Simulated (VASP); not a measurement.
Sb:

```
CELL_PARAMETERS angstrom
0.00000 3.40000 3.40000
3.40000 0.00000 3.40000
3.40000 3.40000 0.00000
ATOMIC_POSITIONS crystal
Sb 0.00000 0.00000 0.00000
Sb 0.25000 0.25000 0.25000
```

This isn't the form of Sb at room conditions, which is rhombohedral.

* Program: VASP 6.6.1
* Task: relaxation of cell and atoms
* Functional: r2SCAN
* Potentials or basis: VASP PAW PBE potentials, release 64 (Sb)
* Cutoff: 600 eV
* k mesh: 6 × 6 × 6
* Occupations: fermi-dirac, width 0.1 eV
* Spin: no spin polarisation

At the start: pressure 2.7 GPa; volume 39.30 Å³/atom.

**Question.** How do energy, volume and symmetry change on relaxing?

**Answer.** Over 3 steps the energy falls by 22.1 meV/atom and the volume is 42.06 Å³/atom (+7.0 %); space group Fd-3m (No. 227, to 0.1 Å) before and after.

Step by step:
```
step  energy change (eV)  largest force (eV/Å)  pressure (GPa)  volume (Å³)
   1              0.0000                0.0000            2.73        78.61
   2             -0.0375                0.0000           -0.90        86.47
   3             -0.0442                0.0000            0.01        84.12
```

Final structure:
```cif
data_structure
_symmetry_space_group_name_H-M 'P 1'
_symmetry_Int_Tables_number 1
_cell_length_a 4.9181
_cell_length_b 4.9181
_cell_length_c 4.9181
_cell_angle_alpha 60.000
_cell_angle_beta 60.000
_cell_angle_gamma 60.000
_cell_volume 84.12
loop_
_atom_site_label
_atom_site_type_symbol
_atom_site_fract_x
_atom_site_fract_y
_atom_site_fract_z
_atom_site_occupancy
Sb1 Sb 0.00000 0.00000 0.00000 1
Sb2 Sb 0.25000 0.25000 0.25000 1
```

Caveat: the PAW data sets were made with another functional, which shifts forces and pressure a little.
